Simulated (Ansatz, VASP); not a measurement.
Ni in VASP and in Ansatz

```
Ni
1.0
     0.00000    1.76194    1.76194
     1.76194    0.00000    1.76194
     1.76194    1.76194    0.00000
Ni
1
Direct
  0.00000 0.00000 0.00000
```

Alike in both runs: task relaxation of cell and atoms; functional PBEsol; k mesh 16 × 16 × 16; occupations fermi-dirac, width 0.05 eV; collinear spin.

|  | VASP | Ansatz |
| --- | --- | --- |
| version | VASP 6.6.1 | Ansatz 0.2.0 |
| potentials or method | VASP PAW PBE potentials, release 64 (Ni) | PAW with Ansatz's default frozen-core files, scalar-relativistic |
| plane-wave cutoff (eV) | 600 | 420 |
| valence electrons in the cell | 10 | 18 |

|  | VASP | Ansatz | Ansatz less VASP |
| --- | --- | --- | --- |
| net moment per atom (μB) | 0.59 | 0.59 | +0.005 |
| size of the moment on the site where the two differ most (μB) | 0.59 | 0.63 | +0.034 |
| relaxed volume (Å³/atom) | 10.37 | 10.37 | +0.006 |
| relaxed cell length with the largest relative difference (Å) | 2.447 | 2.448 | +0.0004 |

VASP's potentials were made for PBE, not for PBEsol. Site moments also hang on the region over which each program counts them. VASP's potentials hold 10 valence electrons a cell and Ansatz's 18, so a difference there can come from the potentials and not from the codes.
